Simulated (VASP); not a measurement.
# CdS (F-43m) in VASP: further runs, part 3 of 3

VASP 6.6.1. Earlier steps stand in the parts before.

## Step 5: Single point, PBE

This run uses another cell than the first one, of 26.01 Å³/atom, 1.053 times its volume.

INCAR reads:

```
ALGO = Normal ; EDIFF = 1E-6
ENCUT = 520 ; GGA = PE
ISIF = 2 ; ISMEAR = -1
LASPH = True ; LCHARG = True
LELF = True ; LREAL = False
LVHAR = True ; LWAVE = False
NBANDS = 16 ; NELM = 80
PREC = Accurate ; SIGMA = 0.02
```

KPOINTS reads:

```
k-points
0
Gamma
  8 8 8
```

POSCAR reads:

```
CdS
1.0
    0.0000000000      2.9628947234      2.9628947234
    2.9628947234      0.0000000000      2.9628947234
    2.9628947234      2.9628947234      0.0000000000
Cd S
1 1
Direct
    0.0000000000      0.0000000000      0.0000000000
    0.2500000000      0.2500000000      0.2500000000
```

Potentials or basis: VASP PAW PBE potentials, release 64 (Cd, S).

Launch:

```sh
$ cat potpaw_PBE.64/Cd/POTCAR potpaw_PBE.64/S/POTCAR > POTCAR
$ mpirun -np 1 vasp_std > vasp.out
```

OUTCAR:

```text
EDIFF = 1E-6
   ENCUT = 520
   GGA = PE
   ISIF = 2
   ISMEAR = -1
   LASPH = True
   LREAL = False
   NELM = 80
   PREC = Accurate

 ion  position               nearest neighbor table
   1  0.000  0.000  0.000-   2 2.57   2 2.57   2 2.57   2 2.57
   2  0.250  0.250  0.250-   1 2.57   1 2.57   1 2.57   1 2.57

  LATTYP: Found a face centered cubic cell.
 ALAT       =     5.9257894468

  Lattice vectors:

 A1 = (   0.0000000000,   2.9628947234,   2.9628947234)
 A2 = (   2.9628947234,   0.0000000000,   2.9628947234)
 A3 = (   2.9628947234,   2.9628947234,   0.0000000000)

Analysis of symmetry for initial positions (statically):
=====================================================================
 Subroutine PRICEL returns:
 Original cell was already a primitive cell.

 Routine SETGRP: Setting up the symmetry group for a
 face centered cubic supercell.

 Subroutine GETGRP returns: Found 24 space group operations
 (whereof 24 operations were pure point group operations)
 out of a pool of 48 trial point group operations.

The static configuration has the point symmetry T_d .

Analysis of symmetry for dynamics (positions and initial velocities):
=====================================================================
 Subroutine PRICEL returns:
 Original cell was already a primitive cell.

 Routine SETGRP: Setting up the symmetry group for a
 face centered cubic supercell.

 Subroutine GETGRP returns: Found 24 space group operations
 (whereof 24 operations were pure point group operations)
 out of a pool of 48 trial point group operations.

The dynamic configuration has the point symmetry T_d .

 Subroutine INISYM returns: Found 24 space group operations
 (whereof 24 operations are pure point group operations),
 and found     1 'primitive' translations

----------------------------------------------------------------------------------------

                                     Primitive cell

  volume of cell :      52.0210

  direct lattice vectors                    reciprocal lattice vectors
     0.000000000  2.962894723  2.962894723    -0.168753887  0.168753887  0.168753887
     2.962894723  0.000000000  2.962894723     0.168753887 -0.168753887  0.168753887
     2.962894723  2.962894723  0.000000000     0.168753887  0.168753887 -0.168753887

  length of vectors
     4.190165902  4.190165902  4.190165902     0.292290305  0.292290305  0.292290305

  position of ions in fractional coordinates (direct lattice)
     0.000000000  0.000000000  0.000000000
     0.250000000  0.250000000  0.250000000

  ion indices of the primitive-cell ions
   primitive index   ion index
                 1           1
                 2           2

----------------------------------------------------------------------------------------

 KPOINTS: k-points

Automatic generation of k-mesh.
 Grid dimensions read from file:
 generate k-points for:    8    8    8

 Generating k-lattice:

  Cartesian coordinates                     Fractional coordinates (reciprocal lattice)
    -0.021094236  0.021094236  0.021094236     0.125000000  0.000000000  0.000000000
     0.021094236 -0.021094236  0.021094236     0.000000000  0.125000000  0.000000000
     0.021094236  0.021094236 -0.021094236     0.000000000  0.000000000  0.125000000

  Length of vectors
     0.036536288  0.036536288  0.036536288

  Shift w.r.t. Gamma in fractional coordinates (k-lattice)
     0.000000000  0.000000000  0.000000000

 Subroutine IBZKPT returns following result:
 ===========================================

 Found     29 irreducible k-points:

 Following reciprocal coordinates:
            Coordinates               Weight
  0.000000  0.000000  0.000000      1.000000
  0.125000  0.000000  0.000000      8.000000
  0.250000  0.000000  0.000000      8.000000
  0.375000  0.000000  0.000000      8.000000
  0.500000  0.000000  0.000000      4.000000
  0.125000  0.125000  0.000000      6.000000
[... 16 lines left out ...]
  0.500000  0.250000  0.125000     48.000000
 -0.375000  0.250000  0.125000     24.000000
 [... further k-points ...]
   k-points           NKPTS =     29   k-points in BZ     NKDIM =     29   number of bands    NBANDS=     16
   number of dos      NEDOS =    301   number of ions     NIONS =      2
   total plane-waves  NPLWV =  32768
   dimension x,y,z NGX =    32 NGY =   32 NGZ =   32
   dimension x,y,z NGXF=    64 NGYF=   64 NGZF=   64
   ions per type =               1   1
   NGX,Y,Z   is equivalent  to a cutoff of  12.70, 12.70, 12.70 a.u.
   NGXF,Y,Z  is equivalent  to a cutoff of  25.39, 25.39, 25.39 a.u.
 SYSTEM =  unknown system
   PREC   = accura    normal or accurate (medium, high low for compatibility)
   ISTART =      0    job   : 0-new  1-cont  2-samecut
   ICHARG =      2    charge: 1-file 2-atom 10-const
   ISPIN  =      1    spin polarized calculation?
   LNONCOLLINEAR =      F non collinear calculations
   LSORBIT =      F    spin-orbit coupling
   LASPH  =      T    aspherical Exc in radial PAW
   ENCUT  =  520.0 eV  38.22 Ry    6.18 a.u.   7.79  7.79  7.79*2*pi/ulx,y,z
   NELM   =     80;   NELMIN=  2; NELMDL= -5     # of ELM steps
   EDIFF  = 0.1E-05   stopping-criterion for ELM
   LREAL  =      F    real-space projection
   EDIFFG = 0.1E-04   stopping-criterion for IOM
   NSW    =      0    number of steps for IOM
   IBRION =     -1    ionic relax: 0-MD 1-quasi-New 2-CG
   NFREE  =      0    steps in history (QN), initial steepest desc. (CG)
   ISIF   =      2    stress and relaxation
   ISYM   =      2    0-nonsym 1-usesym 2-fastsym
   POTIM  = 0.5000    time-step for ionic-motion
   TEBEG  =    0.0;   TEEND  =   0.0 temperature during run
   PSTRESS=    0.0 pullay stress
   NELECT =      18.0000    total number of electrons
   NUPDOWN=      -1.0000    fix difference up-down
   EMIN   =  10.00;   EMAX   =-10.00  energy-range for DOS
   EFERMI =   0.00;   METHOD = LEGACY
   ISMEAR =    -1;   SIGMA  =   0.02  broadening in eV -4-tet -1-fermi 0-gaus
   EFERMI_NEDOS =   21; number of points for ismear=-14 and -15
   IALGO  =     38    algorithm
   IMIX   =      4    mixing-type and parameters
     AMIX     =   0.40;   BMIX     =  1.00
     AMIX_MAG =   1.60;   BMIX_MAG =  1.00
  volume/ion in A,a.u.               =      26.01       175.53
  Fermi-wavevector in a.u.,A,eV,Ry     =   1.149316  2.171892 17.972306  1.320927
  Thomas-Fermi vector in A             =   2.285986
   LORBIT       =      0    0 simple, 1 ext, 2 COOP (PROOUT), +10 PAW based schemes
   GGA     = PE    functional components
   LHFCALC =     F    Hartree Fock is set to
   AEXX    =    0.0000 exact exchange contribution
   IVDW    =     0    specifies the selected vdW correction
   LEPSILON=     F    determine dielectric tensor
   LRPA    =     F    only Hartree local field effects (RPA)
 non-spin polarized calculation
  energy-cutoff  :      520.00
  volume of cell :       52.02
 maximum number of plane-waves:      1424
   NGX = 15   NGY = 15   NGZ = 15

 number of electron      18.0000002 magnetization

 Free energy of the ion-electron system (eV)
  ---------------------------------------------------
  ext. energy  EPLUGINS =         0.00000000
  ---------------------------------------------------
  free energy    TOTEN  =        -6.14713560 eV

  energy without entropy =       -6.14713560  energy(sigma->0) =       -6.14713560

 E-fermi :   1.3481     XC(G=0):  -8.9298

 val. band max:        0.9207698410   @ k =   0.0000   0.0000   0.0000
 cond. band min:       1.9652174341   @ k =   0.0000   0.0000   0.0000
 fundamental gap:      1.0444475931
 Fermi energy:         1.3480721543

 k-point     1 :       0.0000    0.0000    0.0000
  band No.  band energies     occupation
      1     -11.1699      2.00000
      2      -6.6487      2.00000
      3      -6.6487      2.00000
      4      -6.6487      2.00000
      5      -6.2309      2.00000
      6      -6.2309      2.00000
[... 8 lines left out ...]
     15      12.3270      0.00000
     16      12.3270      0.00000

 k-point     2 :       0.1250    0.0000    0.0000
  band No.  band energies     occupation
      1     -11.1141      2.00000
      2      -6.6289      2.00000
      3      -6.6289      2.00000
      4      -6.5970      2.00000
      5      -6.2317      2.00000
      6      -6.2317      2.00000
[... 8 lines left out ...]
     15      11.7484      0.00000
     16      12.7185      0.00000
[... 387 lines left out ...]
      5      -6.2011      2.00000
      6      -5.9596      2.00000
[... 8 lines left out ...]
     15      13.5345      0.00000
     16      13.8939      0.00000

 k-point    24 :      -0.3750    0.2500    0.1250
  band No.  band energies     occupation
      1     -10.7293      2.00000
      2      -6.5033      2.00000
      3      -6.4709      2.00000
      4      -6.2514      2.00000
      5      -6.2071      2.00000
      6      -5.7907      2.00000
[... 8 lines left out ...]
     15      13.0921      0.00000
     16      13.9352      0.00000

 [... further k-points ...]
[... 5 lines left out ...]
  --------------------------------------------------------------------------------------
  -------------------------------------------------------------------------------------
  Total        0.1020438      0.1020438      0.1020438     -0.0000000     -0.0000000      0.0000000
  in kB        3.1428116      3.1428116      3.1428116     -0.0000000     -0.0000000      0.0000000
  external PRESSURE =       3.1428116 kB  Pullay stress =       0.0000000 kB

 VOLUME and BASIS-vectors are now :
 -----------------------------------------------------------------------------
  energy-cutoff  :      520.00
  volume of cell :       52.02
      direct lattice vectors                 reciprocal lattice vectors
     0.000000000  2.962894723  2.962894723    -0.168753887  0.168753887  0.168753887
     2.962894723  0.000000000  2.962894723     0.168753887 -0.168753887  0.168753887
     2.962894723  2.962894723  0.000000000     0.168753887  0.168753887 -0.168753887

 POSITION                                       TOTAL-FORCE (eV/Angst)
 -----------------------------------------------------------------------------------
      0.00000      0.00000      0.00000        -0.000000      0.000000      0.000000
      1.48145      1.48145      1.48145         0.000000     -0.000000     -0.000000
 -----------------------------------------------------------------------------------
    total drift:                               -0.000000     -0.000000     -0.000000

  FREE ENERGIE OF THE ION-ELECTRON SYSTEM (eV)
  ---------------------------------------------------
  free  energy   TOTEN  =        -6.1471355961 eV

  energy  without entropy=       -6.1471355961  energy(sigma->0) =       -6.14713560
```

OSZICAR:

```text
N       E                     dE             d eps       ncg     rms          rms(c)
DAV:   1     0.102312007723E+03    0.10231E+03   -0.90644E+03   968   0.102E+03
DAV:   2    -0.253240471570E+01   -0.10484E+03   -0.99346E+02  1104   0.247E+02
DAV:   3    -0.667307887973E+01   -0.41407E+01   -0.41315E+01  1184   0.502E+01
DAV:   4    -0.669971438180E+01   -0.26636E-01   -0.26633E-01  1136   0.389E+00
DAV:   5    -0.670009541580E+01   -0.38103E-03   -0.38103E-03  1184   0.440E-01    0.733E+00
DAV:   6    -0.616449881625E+01    0.53560E+00   -0.86634E-01  1376   0.112E+01    0.601E+00
DAV:   7    -0.614675289524E+01    0.17746E-01   -0.18418E-01  1144   0.293E+00    0.299E+00
DAV:   8    -0.614695077490E+01   -0.19788E-03   -0.16203E-02  1088   0.157E+00    0.273E-01
DAV:   9    -0.614690912148E+01    0.41653E-04   -0.18655E-03  1112   0.608E-01    0.614E-02
DAV:  10    -0.614705403064E+01   -0.14491E-03   -0.24025E-04  1184   0.147E-01    0.716E-02
DAV:  11    -0.614714238105E+01   -0.88350E-04   -0.14470E-04  1064   0.895E-02    0.271E-02
DAV:  12    -0.614713465098E+01    0.77301E-05   -0.21946E-05  1232   0.571E-02    0.928E-03
DAV:  13    -0.614713566001E+01   -0.10090E-05   -0.28889E-06  1104   0.102E-02    0.593E-03
DAV:  14    -0.614713559610E+01    0.63914E-07   -0.23888E-07   968   0.313E-03
   1 F= -.61471356E+01 E0= -.61471356E+01  d E =-.283429E-11
```

stdout:

```text
POSCAR found type information on POSCAR CdS
 POSCAR found :  2 types and       2 ions
 scaLAPACK will be used
 LDA part: xc-table for (Slater+PW92), standard interpolation
 POSCAR, INCAR and KPOINTS ok, starting setup
 FFT: planning ... GRIDC
 FFT: planning ... GRID_SOFT
 FFT: planning ... GRID
 WAVECAR not read
 entering main loop
```

Wall time 31 s (1 thread of AMD EPYC 7R13, shared host); peak memory 0.15 GiB.

What came out:

```
Free energy            : -6.1471 eV
Pressure               : 0.3 GPa
Band gap on the k mesh : 1.04 eV, direct
```

Levels at points of the mesh, in eV from the valence-band top:
```csv
k point,band 7,band 8,band 9,band 10,band 11,band 12
"(0.00, 0.00, 0.00)",0.00,0.00,0.00,1.04,6.55,6.55
"(0.50, 0.00, 0.00)",-4.12,-0.69,-0.69,2.94,7.01,7.01
"(0.50, 0.50, 0.00)",-3.75,-1.72,-1.72,3.63,4.28,9.04
```

A hybrid or GW would open this gap; PBE tends to underestimate it.

## Step 6: Overview

| level | cell | k mesh | gap on the mesh (eV) | pressure (GPa) |
| --- | --- | --- | --- | --- |
| PBEsol | a = 4.119 Å, angles 60.0°, 2 atoms | 6 × 6 × 6 | 1.02 | 0.4 |
| r2SCAN | a = 4.157 Å, angles 60.0°, 2 atoms | 6 × 6 × 6 | 1.54 | 0.3 |
| PBE | a = 4.157 Å, angles 60.0°, 2 atoms | 8 × 8 × 8 | 1.10 | 1.7 |
| PBE | a = 4.190 Å, angles 60.0°, 2 atoms | 8 × 8 × 8 | 1.04 | 0.3 |

Alike in all rows: task single point; potentials or basis VASP PAW PBE potentials, release 64 (Cd, S); no spin polarisation; cutoff (eV) 520; smearing fermi-dirac 0.02 eV.

Caveats: the PAW data sets were made with another functional, which shifts forces and pressure a little (some runs).

Total energies depend on the potentials used, so only differences within one code and one set of settings carry meaning.
